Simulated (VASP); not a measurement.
Set up this calculation in VASP 6.6.1, as the native input.

* Task: single point
* Functional: PBE
* Potentials or basis: VASP PAW PBE potentials, release 64 (Be, N)
* Cutoff: 520 eV
* k mesh: 4 × 4 × 3
* Occupations: gaussian, width 0.15 eV
* Spin: no spin polarisation
* Dipole correction: no
* Further INCAR settings: LREAL = Auto; ALGO = Normal; EDIFF = 1e-06; NBANDS = 32

The structure of Be16N (a cell with a defect) lies in POSCAR:

```
Be16N
1.0
   -2.2900000000     -3.9663960000      0.0000000000
    3.4350000000     -1.9831980000      0.0000000000
    0.0000000000      0.0000000000      7.1768600000
Be N
16 1
Direct
    0.7508292981      0.4959389835      0.0082034344
    0.4982423566      0.3379337834      0.2459081064
    0.7508990603      0.4918105514      0.4867477316
    0.4918366502      0.3322504104      0.7572587020
    0.4982546400     -0.0048621055      0.0045839482
    0.2508279842      0.8378290790      0.2439940695
    0.4918683798      0.0007983880      0.4932515986
    0.2509507349      0.8000382194      0.7581805358
    0.2508317910      0.4952624653      0.0064939255
    0.0034498968      0.3379442215      0.2459049725
    0.2509463319      0.5330116511      0.4922998507
    0.0100460011      0.3322935387      0.7572614162
    0.0034454960     -0.0048574698      0.0045910752
    0.7508289608      0.8371718106      0.2422922033
    0.0099748445      0.0007293695      0.4932400977
    0.7509202249      0.8413649719      0.7637246630
    0.7509679487      0.1666163316      0.6252518694
```

One way to write it, as run:

INCAR

```
SYSTEM = Be16N
ALGO = Normal
EDIFF = 1E-6
ENCUT = 520
GGA = PE
ISIF = 2
ISMEAR = 0
LASPH = .TRUE.
LCHARG = .FALSE.
LREAL = Auto
LWAVE = .FALSE.
NBANDS = 32
NELM = 100
PREC = Accurate
SIGMA = 0.15
```

KPOINTS

```
k-points
0
G
  4 4 3
  0 0 0
```

Potentials or basis: VASP PAW PBE potentials, release 64 (Be, N).

Command:

```console
$ cat potpaw_PBE.64/Be/POTCAR potpaw_PBE.64/N/POTCAR > POTCAR
$ mpirun -np 1 vasp_std > vasp.out
```

Results of the run:

| Property | Result |
| --- | --- |
| Pressure | 8.2 GPa |
| Largest force | 0.036 eV/Å |

Caveat: the k points lie up to 0.40 Å⁻¹ apart.

Run time: 4.5 min on 1 thread of AMD EPYC 7R13 Processor (Zen 3), on a shared host, peak memory 0.23 GiB.
